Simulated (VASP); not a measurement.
Set up this calculation in VASP 6.6.1, as the native input.

```
Task                   : single point
Functional             : PBE
Potentials or basis    : VASP PAW PBE potentials, release 64 (Sc_sv, Sb, N)
Cutoff                 : 520 eV
k mesh                 : 6 × 6 × 6
Occupations            : gaussian, width 0.1 eV
Spin                   : no spin polarisation
Dipole correction      : no
Further INCAR settings : ALGO = Normal; EDIFF = 1e-07; NBANDS = 27
```

The structure of ScSb2N3 lies in POSCAR:

```
ScSb2N3
1.0
    2.9605637195      1.7092822604      3.0731616564
   -2.9605637195      1.7092822604      3.0731616564
    0.0000000000     -3.4185645208      3.0731616564
Sc Sb N
1 2 3
Direct
    0.0000000000      0.0000000000      0.0000000000
    0.6965089937      0.6965089937      0.6965089937
    0.3034910063      0.3034910063      0.3034910063
    0.0000000000      0.0000000000      0.5000000000
    0.5000000000      0.0000000000      0.0000000000
    0.0000000000      0.5000000000      0.0000000000
```

The cell was built from a structure type or drawn by symmetry, and may not be a known phase.

These files were run (other wordings do the same):

INCAR

```
  ALGO = Normal
  EDIFF = 1E-7
  ENCUT = 520
  GGA = PE
  ISIF = 2
  ISMEAR = 0
  LASPH = T
  LCHARG = F
  LREAL = F
  LWAVE = F
  NBANDS = 27
  NELM = 100
  PREC = Accurate
  SIGMA = 0.1
```

KPOINTS

```
k-points
0
Gamma
  6 6 6
```

Potentials or basis: VASP PAW PBE potentials, release 64 (Sc_sv, Sb, N).

Command:

```console
$ cat potpaw_PBE.64/Sc_sv/POTCAR potpaw_PBE.64/Sb/POTCAR potpaw_PBE.64/N/POTCAR > POTCAR
$ mpirun -np 1 vasp_std > vasp.out
```

Results of the run:

| Item | Value |
| --- | --- |
| Pressure | 0.5 GPa |
| Largest force | 0.077 eV/Å |
| Band gap on the k mesh | zero (bands 18 and 19 overlap by 0.58 eV) |

Caveat: spin-orbit coupling is left out, which moves the levels of the heavy elements.

Wall time 40 s on 1 thread of Intel(R) Xeon(R) 6975P-C (Granite Rapids) (shared host), peak memory 0.24 GiB.
